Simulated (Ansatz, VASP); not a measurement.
**One calculation of BAs, two programs**

Contents of INCAR:

```
PREC = Accurate
ENCUT = 520
EDIFF = 1E-6
ISMEAR = 0
SIGMA = 0.05
LREAL = F
LASPH = T
NELM = 80
ALGO = Normal
ISIF = 2
LWAVE = F
LCHARG = F
GGA = PE
NBANDS = 11
```

File KPOINTS:

```
regular mesh
0
Gamma
  12 12 12
```

The input POSCAR:

```
BAs
1.0
    0.0000000000      2.7756899293      1.8041984541
    2.7756899293      0.0000000000      1.8041984541
    2.7756899293      2.7756899293      0.0000000000
B As
1 1
Direct
    0.0000000000      0.0000000000      0.0000000000
    0.7500000000      0.7500000000      0.7500000000
```

Input for Ansatz:

```yaml
crystal:
  lattice:
    - [0.0, 2.7756899293, 1.8041984541]
    - [2.7756899293, 0.0, 1.8041984541]
    - [2.7756899293, 2.7756899293, 0.0]
  atoms:
    - { symbol: B, position: [0.0, 0.0, 0.0] }
    - { symbol: As, position: [0.75, 0.75, 0.75] }
basis:
  ecutwfc: 420
kpoints:
  mp_grid: { grid: [12, 12, 12] }
hamiltonian:
  xc: pbe
scf:
  occupations: { method: gaussian, width: 0.05 }
output:
  forces: true
  stress: true
  eigenvalues: true
  write_density: true
  write_potential: true
  elf: true
  volumetric_format: npy
```

Alike in both runs: task single point; functional PBE; k mesh 12 × 12 × 12; occupations gaussian, width 0.05 eV; no spin polarisation.

```csv
,VASP,Ansatz
version,VASP 6.6.1,Ansatz 0.2.0
potentials or method,"VASP PAW PBE potentials, release 64 (B, As), cutoff 520 eV","scalar-relativistic, plane waves, PAW"
valence electrons in the cell,8,18
```

```tsv
	VASP	Ansatz	Ansatz less VASP
gap on the k mesh at the Fermi level (eV)	none	none	-
pressure (GPa)	-4.6	-5.0	-0.41
traceless stress, the component that is largest in VASP (GPa)	19.81	19.98	+0.171
```

A gap of «none» marks a metal or a gap that the smearing closes. VASP's potentials hold 8 valence electrons a cell and Ansatz's 18, so a difference there can come from the potentials and not from the codes.
